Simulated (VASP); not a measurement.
# Zr (P6_3/mmc) in VASP: notebook

Runs on Zr. Level: PBEsol. Tasks: single point.

All numbers are computed with VASP 6.6.1; they aren't measurements. Logs are shortened: lines on timing, memory, paths and dates and some standing lists are left out, and cuts for length are marked.

**1. The cell of the first run**

The structure is hexagonal, space group P6_3/mmc (No. 194). The conventional cell has a = 3.160 Å, b = 3.160 Å, c = 5.155 Å, α = 90.00°, β = 90.00°, γ = 120.00°. Zr (site symmetry -6m2) has 12 Zr at 3.16 Å within 4.2 Å.

**2. Single point, PBEsol**

INCAR

```
PREC = Accurate ; ENCUT = 520
EDIFF = 1E-6 ; ISMEAR = 0
SIGMA = 0.1 ; LREAL = False
LASPH = True ; NELM = 60
ALGO = Normal ; ISIF = 2
LWAVE = False ; LCHARG = False
GGA = PS ; NBANDS = 19
```

KPOINTS

```
Automatic mesh
0
Gamma
  12 12 7
```

POSCAR

```
Zr
1.0
    3.1602689362      0.0000000000      0.0000000000
   -1.5801344681      2.7368731815      0.0000000000
    0.0000000000      0.0000000000      5.1553938740
Zr
2
Direct
    0.3333333333      0.6666666667      0.2500000000
    0.6666666667      0.3333333333      0.7500000000
```

Potentials or basis: VASP PAW PBE potentials, release 64 (Zr_sv).

On the command line:

```console
$ cat potpaw_PBE.64/Zr_sv/POTCAR > POTCAR
$ mpirun -np 1 vasp_std > vasp.out
```

OUTCAR:

```text
PREC = Accurate
   ENCUT = 520
   EDIFF = 1E-6
   ISMEAR = 0
   LREAL = False
   LASPH = True
   NELM = 60
   ISIF = 2
   GGA = PS

 ion  position               nearest neighbor table
   1  0.333  0.667  0.250-   2 3.16   2 3.16   2 3.16   2 3.16   2 3.16   2 3.16
   2  0.667  0.333  0.750-   1 3.16   1 3.16   1 3.16   1 3.16   1 3.16   1 3.16

  LATTYP: Found a hexagonal cell.
 ALAT       =     3.1602689362
 C/A-ratio  =     1.6313149223

  Lattice vectors:

 A1 = (   3.1602689362,   0.0000000000,   0.0000000000)
 A2 = (  -1.5801344681,   2.7368731815,   0.0000000000)
 A3 = (   0.0000000000,   0.0000000000,   5.1553938740)

Analysis of symmetry for initial positions (statically):
=====================================================================
 Subroutine PRICEL returns:
 Original cell was already a primitive cell.

 Routine SETGRP: Setting up the symmetry group for a
 hexagonal supercell.

 Subroutine GETGRP returns: Found 24 space group operations
 (whereof 12 operations were pure point group operations)
 out of a pool of 24 trial point group operations.

The static configuration has the point symmetry D_3d.
 The point group associated with its full space group is D_6h.

Analysis of symmetry for dynamics (positions and initial velocities):
=====================================================================
 Subroutine PRICEL returns:
 Original cell was already a primitive cell.

 Routine SETGRP: Setting up the symmetry group for a
 hexagonal supercell.

 Subroutine GETGRP returns: Found 24 space group operations
 (whereof 12 operations were pure point group operations)
 out of a pool of 24 trial point group operations.

The dynamic configuration has the point symmetry D_3d.
 The point group associated with its full space group is D_6h.

 Subroutine INISYM returns: Found 24 space group operations
 (whereof 12 operations are pure point group operations),
 and found     1 'primitive' translations

----------------------------------------------------------------------------------------

                                     Primitive cell

  volume of cell :      44.5903

  direct lattice vectors                    reciprocal lattice vectors
     3.160268936  0.000000000  0.000000000     0.316428766  0.182690233  0.000000000
    -1.580134468  2.736873182  0.000000000     0.000000000  0.365380467  0.000000000
     0.000000000  0.000000000  5.155393874     0.000000000  0.000000000  0.193971600

  length of vectors
     3.160268936  3.160268936  5.155393874     0.365380467  0.365380467  0.193971600

  position of ions in fractional coordinates (direct lattice)
     0.333333333  0.666666667  0.250000000
     0.666666667  0.333333333  0.750000000

  ion indices of the primitive-cell ions
   primitive index   ion index
                 1           1
                 2           2

----------------------------------------------------------------------------------------

 KPOINTS: Automatic mesh

Automatic generation of k-mesh.
 Grid dimensions read from file:
 generate k-points for:   12   12    7

 Generating k-lattice:

  Cartesian coordinates                     Fractional coordinates (reciprocal lattice)
     0.026369064  0.015224186  0.000000000     0.083333333  0.000000000  0.000000000
     0.000000000  0.030448372  0.000000000     0.000000000  0.083333333  0.000000000
     0.000000000  0.000000000  0.027710229     0.000000000  0.000000000  0.142857143

  Length of vectors
     0.030448372  0.030448372  0.027710229

  Shift w.r.t. Gamma in fractional coordinates (k-lattice)
     0.000000000  0.000000000  0.000000000

 Subroutine IBZKPT returns following result:
 ===========================================

 Found     76 irreducible k-points:

 Following reciprocal coordinates:
            Coordinates               Weight
  0.000000  0.000000  0.000000      1.000000
  0.083333 -0.000000  0.000000      6.000000
  0.166667 -0.000000  0.000000      6.000000
  0.250000 -0.000000  0.000000      6.000000
  0.333333 -0.000000  0.000000      6.000000
  0.416667 -0.000000  0.000000      6.000000
[... 16 lines left out ...]
  0.250000 -0.000000  0.142857     12.000000
  0.333333 -0.000000  0.142857     12.000000
 [... further k-points ...]
   k-points           NKPTS =     76   k-points in BZ     NKDIM =     76   number of bands    NBANDS=     19
   number of dos      NEDOS =    301   number of ions     NIONS =      2
   total plane-waves  NPLWV =  23040
   dimension x,y,z NGX =    24 NGY =   24 NGZ =   40
   dimension x,y,z NGXF=    48 NGYF=   48 NGZF=   80
   ions per type =               2
   NGX,Y,Z   is equivalent  to a cutoff of  12.63, 12.63, 12.90 a.u.
   NGXF,Y,Z  is equivalent  to a cutoff of  25.25, 25.25, 25.80 a.u.
 SYSTEM =  unknown system
   PREC   = accura    normal or accurate (medium, high low for compatibility)
   ISTART =      0    job   : 0-new  1-cont  2-samecut
   ICHARG =      2    charge: 1-file 2-atom 10-const
   ISPIN  =      1    spin polarized calculation?
   LNONCOLLINEAR =      F non collinear calculations
   LSORBIT =      F    spin-orbit coupling
   LASPH  =      T    aspherical Exc in radial PAW
   ENCUT  =  520.0 eV  38.22 Ry    6.18 a.u.   5.88  5.88  9.59*2*pi/ulx,y,z
   NELM   =     60;   NELMIN=  2; NELMDL= -5     # of ELM steps
   EDIFF  = 0.1E-05   stopping-criterion for ELM
   LREAL  =      F    real-space projection
   EDIFFG = 0.1E-04   stopping-criterion for IOM
   NSW    =      0    number of steps for IOM
   IBRION =     -1    ionic relax: 0-MD 1-quasi-New 2-CG
   NFREE  =      0    steps in history (QN), initial steepest desc. (CG)
   ISIF   =      2    stress and relaxation
   ISYM   =      2    0-nonsym 1-usesym 2-fastsym
   POTIM  = 0.5000    time-step for ionic-motion
   TEBEG  =    0.0;   TEEND  =   0.0 temperature during run
   PSTRESS=    0.0 pullay stress
   NELECT =      24.0000    total number of electrons
   NUPDOWN=      -1.0000    fix difference up-down
   EMIN   =  10.00;   EMAX   =-10.00  energy-range for DOS
   EFERMI =   0.00;   METHOD = LEGACY
   ISMEAR =     0;   SIGMA  =   0.10  broadening in eV -4-tet -1-fermi 0-gaus
   EFERMI_NEDOS =   21; number of points for ismear=-14 and -15
   IALGO  =     38    algorithm
   IMIX   =      4    mixing-type and parameters
     AMIX     =   0.40;   BMIX     =  1.00
     AMIX_MAG =   1.60;   BMIX_MAG =  1.00
  volume/ion in A,a.u.               =      22.30       150.46
  Fermi-wavevector in a.u.,A,eV,Ry     =   1.331675  2.516502 24.128020  1.773359
  Thomas-Fermi vector in A             =   2.460668
   LORBIT       =      0    0 simple, 1 ext, 2 COOP (PROOUT), +10 PAW based schemes
   GGA     = PS    functional components
   LHFCALC =     F    Hartree Fock is set to
   AEXX    =    0.0000 exact exchange contribution
   IVDW    =     0    specifies the selected vdW correction
   LEPSILON=     F    determine dielectric tensor
   LRPA    =     F    only Hartree local field effects (RPA)
 non-spin polarized calculation
 Gauss-broadening in eV      SIGMA  =   0.10
  energy-cutoff  :      520.00
  volume of cell :       44.59
 maximum number of plane-waves:      1215
 NGX is ok and might be reduce to    24
   NGX = 11   NGY = 11   NGZ = 19

 number of electron      24.0000000 magnetization

 Free energy of the ion-electron system (eV)
  ---------------------------------------------------
  ext. energy  EPLUGINS =         0.00000000
  ---------------------------------------------------
  free energy    TOTEN  =       -18.16157080 eV

  energy without entropy =      -18.15113001  energy(sigma->0) =      -18.15635040

 E-fermi :   9.3528     XC(G=0): -11.4016

 val. band max:        9.3363667361   @ k =   0.0833   0.0833   0.1429
 cond. band min:       9.3605725302   @ k =   0.1667  -0.0000   0.2857
 fundamental gap:      0.0242057942
 Fermi energy:         9.3528217146

 k-point     1 :       0.0000    0.0000    0.0000
  band No.  band energies     occupation
      1     -39.2945      2.00000
      2     -39.1239      2.00000
      3     -17.9011      2.00000
      4     -16.8964      2.00000
      5     -16.8964      2.00000
      6     -16.7878      2.00000
[... 11 lines left out ...]
     18      11.7437      0.00000
     19      14.0401      0.00000

 k-point     2 :       0.0833   -0.0000    0.0000
  band No.  band energies     occupation
      1     -39.2845      2.00000
      2     -39.1191      2.00000
      3     -17.8766      2.00000
      4     -16.9555      2.00000
      5     -16.9149      2.00000
      6     -16.8137      2.00000
[... 11 lines left out ...]
     18      11.5608      0.00000
     19      14.1680      0.00000

 k-point     3 :       0.1667   -0.0000    0.0000
  band No.  band energies     occupation
      1     -39.2569      2.00000
      2     -39.1062      2.00000
      3     -17.8065      2.00000
      4     -17.1165      2.00000
      5     -16.9752      2.00000
      6     -16.9634      2.00000
[... 11 lines left out ...]
     18      11.6618      0.00000
     19      14.4221      0.00000

 k-point     4 :       0.2500   -0.0000    0.0000
  band No.  band energies     occupation
      1     -39.2174      2.00000
      2     -39.0900      2.00000
      3     -17.7008      2.00000
      4     -17.3348      2.00000
      5     -17.1855      2.00000
      6     -17.0267      2.00000
[... 11 lines left out ...]
     18      12.4988      0.00000
     19      14.6416      0.00000

 k-point     5 :       0.3333   -0.0000    0.0000
  band No.  band energies     occupation
      1     -39.1749      2.00000
      2     -39.0764      2.00000
      3     -17.5762      2.00000
      4     -17.5503      2.00000
      5     -17.3858      2.00000
      6     -17.0874      2.00000
[... 11 lines left out ...]
     18      13.5191      0.00000
     19      14.7771      0.00000
[... 334 lines left out ...]
      2     -39.1274      2.00000
      3     -17.8279      2.00000
      4     -16.9473      2.00000
      5     -16.9073      2.00000
      6     -16.8789      2.00000
[... 11 lines left out ...]
     18      11.8415      0.00000
     19      14.1778      0.00000

 k-point    22 :       0.1667   -0.0000    0.1429
  band No.  band energies     occupation
      1     -39.2495      2.00000
      2     -39.1138      2.00000
      3     -17.7673      2.00000
      4     -17.1044      2.00000
      5     -17.0161      2.00000
      6     -16.9547      2.00000
[... 11 lines left out ...]
     18      11.7452      0.00000
     19      14.3759      0.00000

 k-point    23 :       0.2500   -0.0000    0.1429
  band No.  band energies     occupation
      1     -39.2112      2.00000
      2     -39.0964      2.00000
      3     -17.6852      2.00000
      4     -17.3099      2.00000
      5     -17.2164      2.00000
      6     -17.0167      2.00000
[... 11 lines left out ...]
     18      12.4299      0.00000
     19      14.5393      0.00000

 k-point    24 :       0.3333   -0.0000    0.1429
  band No.  band energies     occupation
      1     -39.1701      2.00000
      2     -39.0813      2.00000
      3     -17.6528      2.00000
      4     -17.4664      2.00000
      5     -17.3904      2.00000
      6     -17.0762      2.00000
[... 11 lines left out ...]
     18      13.3766      0.00000
     19      14.6567      0.00000

 [... further k-points ...]
[... 5 lines left out ...]
  --------------------------------------------------------------------------------------
  -------------------------------------------------------------------------------------
  Total        0.3065093      0.3065093      0.0148788      0.0000000      0.0000000      0.0000000
  in kB       11.0132037     11.0132037      0.5346097      0.0000000      0.0000000      0.0000000
  external PRESSURE =       7.5203390 kB  Pullay stress =       0.0000000 kB

 VOLUME and BASIS-vectors are now :
 -----------------------------------------------------------------------------
  energy-cutoff  :      520.00
  volume of cell :       44.59
      direct lattice vectors                 reciprocal lattice vectors
     3.160268936  0.000000000  0.000000000     0.316428766  0.182690233  0.000000000
    -1.580134468  2.736873182  0.000000000     0.000000000  0.365380467  0.000000000
     0.000000000  0.000000000  5.155393874     0.000000000  0.000000000  0.193971600

 POSITION                                       TOTAL-FORCE (eV/Angst)
 -----------------------------------------------------------------------------------
     -0.00000      1.82458      1.28885        -0.000000      0.000000      0.000000
      1.58013      0.91229      3.86655         0.000000      0.000000      0.000000
 -----------------------------------------------------------------------------------
    total drift:                                0.000000     -0.000000      0.000000

  FREE ENERGIE OF THE ION-ELECTRON SYSTEM (eV)
  ---------------------------------------------------
  free  energy   TOTEN  =       -18.1615707951 eV

  energy  without entropy=      -18.1511300068  energy(sigma->0) =      -18.15635040
```

It took 28 s on 1 thread of AMD EPYC 9R45 (Zen 5), shared host; peak memory 0.16 GiB.

What came out:

* Free energy: -18.1616 eV
* Pressure: 0.8 GPa
* Band gap on the k mesh: zero (band 12 reaches 10.26 eV, above the bottom of band 13 at 9.14 eV)

Stress tensor (GPa, compression positive):
```
1.10 0.00 0.00
0.00 1.10 0.00
0.00 0.00 0.05
```

Caveat: the PAW data sets were made with another functional, which shifts forces and pressure a little.

**3. Single point, PBEsol**

INCAR

```
SYSTEM = Zr
PREC = Accurate
ENCUT = 520
EDIFF = 1E-6
ISMEAR = 0
SIGMA = 0.1
LREAL = .False.
LASPH = .True.
NELM = 60
ALGO = Normal
ISIF = 2
LWAVE = .False.
LCHARG = .False.
GGA = PS
NBANDS = 19
```

KPOINTS

```
regular mesh
0
Gamma
  12 12 7
  0 0 0
```

Edit POSCAR of step 2 so:

```diff
@@ -4,3 +4,3 @@
    -1.5801344681      2.7368731815      0.0000000000
-    0.0000000000      0.0000000000      5.1553938740
+    0.0000000000      0.0000000000      5.1626692120
 Zr
```

Potentials or basis: VASP PAW PBE potentials, release 64 (Zr_sv).

On the command line:

```console
$ cat potpaw_PBE.64/Zr_sv/POTCAR > POTCAR
$ mpirun -np 1 vasp_std > vasp.out
```

OUTCAR:

```text
SYSTEM = Zr
   PREC = Accurate
   ENCUT = 520
   EDIFF = 1E-6
   ISMEAR = 0
   LREAL = .False.
   LASPH = .True.
   NELM = 60
   ISIF = 2
   GGA = PS

 ion  position               nearest neighbor table
   1  0.333  0.667  0.250-   2 3.16   2 3.16   2 3.16   2 3.16   2 3.16   2 3.16
   2  0.667  0.333  0.750-   1 3.16   1 3.16   1 3.16   1 3.16   1 3.16   1 3.16

  LATTYP: Found a hexagonal cell.
 ALAT       =     3.1602689362
 C/A-ratio  =     1.6336170485

  Lattice vectors:

 A1 = (   3.1602689362,   0.0000000000,   0.0000000000)
 A2 = (  -1.5801344681,   2.7368731815,   0.0000000000)
 A3 = (   0.0000000000,   0.0000000000,   5.1626692120)

Analysis of symmetry for initial positions (statically):
=====================================================================
 Subroutine PRICEL returns:
 Original cell was already a primitive cell.

 Routine SETGRP: Setting up the symmetry group for a
 hexagonal supercell.

 Subroutine GETGRP returns: Found 24 space group operations
 (whereof 12 operations were pure point group operations)
 out of a pool of 24 trial point group operations.

[... 156 lines left out ...]

 Free energy of the ion-electron system (eV)
  ---------------------------------------------------
  ext. energy  EPLUGINS =         0.00000000
  ---------------------------------------------------
  free energy    TOTEN  =       -18.16157753 eV

  energy without entropy =      -18.15120343  energy(sigma->0) =      -18.15639048

 E-fermi :   9.3363     XC(G=0): -11.3950

 val. band max:        9.3226575609   @ k =   0.0833   0.0833   0.1429
 cond. band min:       9.3483454341   @ k =   0.1667   0.0000   0.2857
 fundamental gap:      0.0256878732
 Fermi energy:         9.3363469402

 k-point     1 :       0.0000    0.0000    0.0000
  band No.  band energies     occupation
      1     -39.3127      2.00000
      2     -39.1441      2.00000
      3     -17.9149      2.00000
      4     -16.9145      2.00000
      5     -16.9145      2.00000
      6     -16.8098      2.00000
[... 505 lines left out ...]
      6     -17.0940      2.00000
[... 11 lines left out ...]
     18      13.3596      0.00000
     19      14.6285      0.00000

 [... further k-points ...]
[... 5 lines left out ...]
  --------------------------------------------------------------------------------------
  -------------------------------------------------------------------------------------
  Total        0.2767386      0.2767386     -0.0514267      0.0000000      0.0000000      0.0000000
  in kB        9.9294967      9.9294967     -1.8452133      0.0000000      0.0000000      0.0000000
  external PRESSURE =       6.0045933 kB  Pullay stress =       0.0000000 kB

 VOLUME and BASIS-vectors are now :
 -----------------------------------------------------------------------------
  energy-cutoff  :      520.00
  volume of cell :       44.65
      direct lattice vectors                 reciprocal lattice vectors
     3.160268936  0.000000000  0.000000000     0.316428766  0.182690233  0.000000000
    -1.580134468  2.736873182  0.000000000     0.000000000  0.365380467  0.000000000
     0.000000000  0.000000000  5.162669212     0.000000000  0.000000000  0.193698252

 POSITION                                       TOTAL-FORCE (eV/Angst)
 -----------------------------------------------------------------------------------
     -0.00000      1.82458      1.29067        -0.000000     -0.000000      0.000000
      1.58013      0.91229      3.87200         0.000000      0.000000      0.000000
 -----------------------------------------------------------------------------------
    total drift:                                0.000000     -0.000000      0.000000

  FREE ENERGIE OF THE ION-ELECTRON SYSTEM (eV)
  ---------------------------------------------------
  free  energy   TOTEN  =       -18.1615775322 eV

  energy  without entropy=      -18.1512034341  energy(sigma->0) =      -18.15639048
```

OSZICAR:

```text
N       E                     dE             d eps       ncg     rms          rms(c)
DAV:   1     0.213116912163E+03    0.21312E+03   -0.13332E+04  2888   0.126E+03
DAV:   2    -0.267229962661E+01   -0.21579E+03   -0.21170E+03  3316   0.368E+02
DAV:   3    -0.185492592233E+02   -0.15877E+02   -0.15760E+02  5267   0.721E+01
DAV:   4    -0.189221381856E+02   -0.37288E+00   -0.37259E+00  3380   0.115E+01
DAV:   5    -0.189327326910E+02   -0.10595E-01   -0.10593E-01  4303   0.134E+00    0.163E+01
DAV:   6    -0.182865505075E+02    0.64618E+00   -0.95720E-01  3151   0.735E+00    0.657E+00
DAV:   7    -0.181569311764E+02    0.12962E+00   -0.62349E-01  4113   0.514E+00    0.114E+00
DAV:   8    -0.181614457754E+02   -0.45146E-02   -0.37821E-02  3755   0.154E+00    0.229E-01
DAV:   9    -0.181615985055E+02   -0.15273E-03   -0.12199E-03  3836   0.301E-01    0.288E-02
DAV:  10    -0.181615754813E+02    0.23024E-04   -0.37888E-05  3954   0.399E-02    0.221E-02
DAV:  11    -0.181615776143E+02   -0.21331E-05   -0.81272E-06  3213   0.308E-02    0.203E-03
DAV:  12    -0.181615775322E+02    0.82158E-07   -0.24501E-07  1768   0.336E-03
   1 F= -.18161578E+02 E0= -.18156390E+02  d E =-.103741E-01
```

stdout:

```text
POSCAR found type information on POSCAR Zr
 POSCAR found :  1 types and       2 ions
 scaLAPACK will be used
 -----------------------------------------------------------------------------
|                                                                             |
|                                                                             |
|     You enforced a specific xc type in the INCAR file but a different       |
|     I HOPE YOU KNOW WHAT YOU ARE DOING!                                     |
|                                                                             |
 -----------------------------------------------------------------------------

 LDA part: xc-table for (Slater+PW92), standard interpolation
 POSCAR, INCAR and KPOINTS ok, starting setup
 FFT: planning ... GRIDC
 FFT: planning ... GRID_SOFT
 FFT: planning ... GRID
 WAVECAR not read
 entering main loop
```

It took 28 s on 1 thread of AMD EPYC 9R45 (Zen 5), shared host; peak memory 0.16 GiB.

Results:

```yaml
Free_energy: -18.1616 eV
Pressure: 0.6 GPa
Band_gap_on_the_k_mesh: zero (band 12 reaches 10.24 eV, above the bottom of band 13 at 9.12 eV)
```

Levels at points of the mesh, in eV from the Fermi level:
| k point | band 9 | band 10 | band 11 | band 12 | band 13 | band 14 | band 15 | band 16 |
| --- | --- | --- | --- | --- | --- | --- | --- | --- |
| (0.00, 0.00, 0.00) | -5.74 | -3.16 | 0.80 | 0.91 | 0.91 | 1.14 | 1.58 | 1.58 |
| (0.50, 0.00, 0.00) | -2.72 | -2.58 | -2.31 | -0.02 | 0.68 | 0.69 | 1.41 | 5.32 |

Caveat: the PAW data sets were made with another functional, which shifts forces and pressure a little.
